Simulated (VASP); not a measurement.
Zn, 2 atoms in the cell. The structure is cubic, space group Fd-3m (No. 227). The conventional cell has a = 5.731 Å, b = 5.731 Å, c = 5.731 Å, α = 90.00°, β = 90.00°, γ = 90.00°. Zn (site symmetry -43m) has 4 Zn at 2.48 Å within 3.3 Å.  This cell differs from its parent crystal: volume scaled by 0.95.

```yaml
Program: VASP 6.6.1
Task: single point
Functional: PBE
Potentials_or_basis: VASP PAW PBE potentials, release 64 (Zn)
Cutoff: 520 eV
k_mesh: 12 × 12 × 12
Occupations: fermi-dirac, width 0.05 eV
Spin: no spin polarisation
Dipole_correction: no
Further_INCAR_settings: ALGO = Normal; EDIFF = 1e-06; NBANDS = 19
```

Potentials or basis: VASP PAW PBE potentials, release 64 (Zn).

Launch:

```console
$ cat potpaw_PBE.64/Zn/POTCAR > POTCAR
$ mpirun -np 1 vasp_std > vasp.out
```

Hardware: 1 thread of AMD EPYC 9R45 96-Core Processor (Zen 5), with other jobs on the host.

Q: How long does it take, and how much memory?

A: Run time: 24 s on 1 thread of AMD EPYC 9R45 96-Core Processor (Zen 5), with other jobs on the host, peak memory 0.17 GiB. Counts: scf iterations 11, k points 72.
